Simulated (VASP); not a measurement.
Runs of VASP 6.6.1 on K. The structure is that of space group Fd-3m (No. 227), or close to it. The cells are those of the table. This isn't the form of K at room conditions, which is bcc.

```csv
cell,gap on the mesh (eV),pressure (GPa)
"a = 5.976 Å, angles 60.0°, 2 atoms",none,0.9
"a = 5.208 Å, angles 60.0°, 2 atoms",none,3.5
"a = 5.732 Å, angles 60.0°, 2 atoms",none,1.4
"a = 6.610 Å, angles 60.0°, 2 atoms",none,(a)
```

Alike in all rows: task single point; level PBE; potentials or basis VASP PAW PBE potentials, release 64 (K_sv); no spin polarisation; k mesh 8 × 8 × 8; cutoff (eV) 520; smearing fermi-dirac 0.1 eV.

Problem. Fill in the values left out.

Solution. (a) 0.1.

Caveats: the cell stands under pressure (at least some runs).

A gap of «none» marks levels without a gap at the run's occupations.
